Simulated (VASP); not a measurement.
Write the native input for VASP 6.6.1 that does the following.

```
Task                               : single point
Functional                         : HSE06
Potentials or basis                : VASP PAW PBE potentials, release 64 (Ag, Br)
Cutoff                             : 400 eV
k mesh                             : 4 × 4 × 4
Occupations                        : gaussian, width 0.01 eV
Spin                               : non-collinear spin, zero start, spin-orbit coupling
Starting moments                   : [[0.0, 0.0, 0.0], [0.0, 0.0, 0.0]] μB
Dipole correction                  : no
Grid for exact exchange (PRECFOCK) : Normal
Further INCAR settings             : ALGO = Normal; EDIFF = 1e-06; NBANDS = 30
Share of exact exchange            : 0.25
Screening parameter                : 0.2079 1/Å
```

The system is AgBr.

```
CELL_PARAMETERS angstrom
0.00000 2.89276 2.89276
2.89276 0.00000 2.89276
2.89276 2.89276 0.00000
ATOMIC_POSITIONS crystal
Ag 0.00000 0.00000 0.00000
Br 0.50000 0.50000 0.50000
```

The input as run:

POSCAR

```
AgBr
1.0
    0.0000000000      2.8927623052      2.8927623052
    2.8927623052      0.0000000000      2.8927623052
    2.8927623052      2.8927623052      0.0000000000
Ag Br
1 1
Direct
    0.0000000000      0.0000000000      0.0000000000
    0.5000000000      0.5000000000      0.5000000000
```

INCAR.step1

```
  PREC = Accurate
  ENCUT = 400
  EDIFF = 1E-5
  ISMEAR = 0
  SIGMA = 0.01
  LREAL = F
  LASPH = T
  NELM = 200
  ALGO = Normal
  ISIF = 2
  LWAVE = T
  LCHARG = F
  LNONCOLLINEAR = T
  MAGMOM = 0 0 0 0 0 0
  LORBIT = 11
  LSORBIT = T
  GGA_COMPAT = F
  LORBMOM = T
  LMAXMIX = 4
  NBANDS = 30
  GGA = PE
```

INCAR.step2

```
  PREC = Accurate
  ENCUT = 400
  EDIFF = 1E-6
  ISMEAR = 0
  SIGMA = 0.01
  LREAL = F
  LASPH = T
  NELM = 200
  ALGO = Normal
  ISIF = 2
  LWAVE = F
  LCHARG = F
  LNONCOLLINEAR = T
  MAGMOM = 0 0 0 0 0 0
  LORBIT = 11
  LSORBIT = T
  GGA_COMPAT = F
  LORBMOM = T
  LMAXMIX = 4
  GGA = PE
  LHFCALC = T
  HFSCREEN = 0.2079
  PRECFOCK = Normal
  NBANDS = 30
  ISTART = 1
```

KPOINTS

```
regular mesh
0
Gamma
  4 4 4
```

Potentials or basis: VASP PAW PBE potentials, release 64 (Ag, Br).

Launch:

```sh
$ cat potpaw_PBE.64/Ag/POTCAR potpaw_PBE.64/Br/POTCAR > POTCAR
$ cp INCAR.step1 INCAR
$ mpirun -np 1 vasp_ncl > vasp.out
$ cp INCAR.step2 INCAR
$ mpirun -np 1 vasp_ncl > vasp.out
```

It gave:

```
Pressure                                              : 0.8 GPa
Net moment                                            : 0.00 μB per cell
Valence electrons inside the program's atomic spheres : Ag 9.75; Br 4.88
```

Caveat: the k points lie up to 0.47 Å⁻¹ apart; the PAW data sets were made with another functional, which shifts forces and pressure a little.

Wall time 28 min on 1 thread of Intel(R) Xeon(R) Platinum 8259CL CPU @ 2.50GHz (Skylake/Cascade Lake) (shared host), peak memory 0.37 GiB.
